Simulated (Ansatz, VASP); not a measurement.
**GaH3: VASP beside Ansatz**

```
Ga H
1.0
     5.32862    0.00000    0.00000
    -2.66431    4.61472    0.00000
     0.00000    0.00000    4.15702
Ga H
2 6
Cartesian
  2.6643 1.5382 1.0393
  0.0000 3.0765 3.1178
  0.0000 1.6379 1.0393
  -1.2459 3.7958 1.0393
  1.2459 3.7958 1.0393
  1.4185 0.8189 3.1178
  3.9102 0.8189 3.1178
  2.6643 2.9768 3.1178
```

Change from the starting cell: species swapped into the La3Mg type (P6_3/mmc, No. 194).

Alike in both runs: task single point; functional PBE; k mesh 6 × 6 × 4; occupations gaussian, width 0.1 eV; no spin polarisation.

|  | VASP | Ansatz |
| --- | --- | --- |
| version | VASP 6.6.1 | Ansatz 0.2.0 |
| potentials or method | VASP PAW PBE potentials, release 64 (Ga_d, H), cutoff 520 eV | scalar-relativistic, plane waves, PAW |
| valence electrons in the cell | 32 | 32 |

```csv
,VASP,Ansatz,Ansatz less VASP
gap on the k mesh at the Fermi level (eV),none,none,-
pressure (GPa),-12.8,-12.7,+0.08
"traceless stress, the component that is largest in VASP (GPa)",-2.18,-2.18,+0.004
rms of the force components (eV/Å),0.160,0.160,+0.0007
```

Atom by atom the forces differ by 0.001 eV/Å (rms over components). A gap of «none» marks a metal or a gap that the smearing closes.

The k mesh is coarse, so the values compare programs but aren't converged.
